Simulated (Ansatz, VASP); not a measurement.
# One calculation of Sn, two programs

File INCAR:

```
PREC = Accurate
ENCUT = 520
EDIFF = 1E-7
ISMEAR = -1
SIGMA = 0.1
LREAL = False
LASPH = True
NELM = 60
ALGO = Normal
ISIF = 2
LWAVE = False
LCHARG = False
GGA = PS
NBANDS = 13
```

KPOINTS

```
Automatic mesh
0
Gamma
  11 11 11
```

The input POSCAR:

```
Sn
1.0
   -1.9195844908      1.9195844908      1.9195844908
    1.9195844908     -1.9195844908      1.9195844908
    1.9195844908      1.9195844908     -1.9195844908
Sn
1
Direct
    0.0000000000      0.0000000000      0.0000000000
```

Input for Ansatz:

```yaml
crystal:
  lattice:
    - [-1.9195844907667063, 1.9195844907667063, 1.9195844907667063]
    - [1.9195844907667063, -1.9195844907667063, 1.9195844907667063]
    - [1.9195844907667063, 1.9195844907667063, -1.9195844907667063]
  atoms:
    - { symbol: Sn, position: [0.0, 0.0, 0.0] }
basis:
  ecutwfc: 462.593566181796
kpoints:
  mp_grid:
    grid: [11, 11, 11]
hamiltonian:
  xc: pbesol
scf:
  max_iter: 75
  occupations:
    method: fermi_dirac
    width: 0.1
output:
  stress: true
```

Alike in both runs: task single point; functional PBEsol; k mesh 11 × 11 × 11; occupations fermi-dirac, width 0.1 eV; no spin polarisation.

|  | VASP | Ansatz |
| --- | --- | --- |
| version | VASP 6.6.1 | Ansatz 0.2.0 |
| potentials or method | VASP PAW PBE potentials, release 64 (Sn_d), cutoff 520 eV | plane waves, PAW |
| valence electrons in the cell | 14 | 14 |

|  | VASP | Ansatz | Ansatz less VASP |
| --- | --- | --- | --- |
| pressure (GPa) | -3.4 | -3.4 | +0.06 |

VASP's potentials were made for PBE, not for PBEsol. The functional is the same, so the differences come from potentials, cutoffs and numerics.
